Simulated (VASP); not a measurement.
# InSe: single point with PBEsol

Crystal: InSe.

```
CELL_PARAMETERS angstrom
6.21734 0.00000 0.00000
4.85887 3.87900 0.00000
-1.50952 -0.52865 4.32365
ATOMIC_POSITIONS crystal
In 0.88400 0.88400 0.00500
In 0.11600 0.11600 0.99500
Se 0.66000 0.66000 0.64200
Se 0.34000 0.34000 0.35800
```

| Item | Value |
| --- | --- |
| Program | VASP 6.6.1 |
| Task | single point |
| Functional | PBEsol |
| Potentials or basis | VASP PAW PBE potentials, release 64 (In_d, Se) |
| Cutoff | 520 eV |
| k mesh | 6 × 6 × 4 |
| Occupations | gaussian, width 0.01 eV |
| Spin | no spin polarisation |
| Dipole correction | no |
| Further INCAR settings | ALGO = Normal; EDIFF = 1e-06; NBANDS = 27 |

```json
{
  "Pressure": "-0.1 GPa",
  "Largest force": "0.706 eV/Å",
  "Band gap on the k mesh": "1.11 eV (least direct gap 1.39 eV)"
}
```

Forces on the atoms (eV/Å):
```
In  -0.166 -0.058  0.514
In   0.166  0.058 -0.514
Se  -0.665 -0.233 -0.037
Se   0.665  0.233  0.037
```

Stress tensor (GPa, compression positive):
```
 1.55  1.06  2.07
 1.06 -1.09  0.73
 2.07  0.73 -0.69
```

Levels at points of the mesh, in eV from the valence-band top:
```
           k point  band 17  band 18  band 19  band 20  band 21  band 22
(0.00, 0.00, 0.00)    -2.18    -1.66    -1.03     2.87     3.54     4.40
(0.50, 0.00, 0.00)    -1.56    -1.48    -1.13     1.51     2.48     3.15
(0.50, 0.50, 0.00)    -1.09    -0.51    -0.28     1.11     2.92     3.07
(0.00, 0.00, 0.50)    -1.50    -1.04    -0.29     1.13     2.35     3.42
(0.50, 0.00, 0.50)    -2.69    -2.34    -1.57     2.26     3.29     4.04
(0.50, 0.50, 0.50)    -1.29    -1.28    -0.43     2.41     3.05     3.29
```

Run time: 120 s on 1 thread of Intel(R) Xeon(R) Platinum 8488C (Sapphire Rapids) (shared host), peak memory 0.34 GiB.

Caveat: the PAW data sets were made with another functional, which shifts forces and pressure a little; spin-orbit coupling is left out, which moves the levels of the heavy elements. A k mesh can miss the band edges.
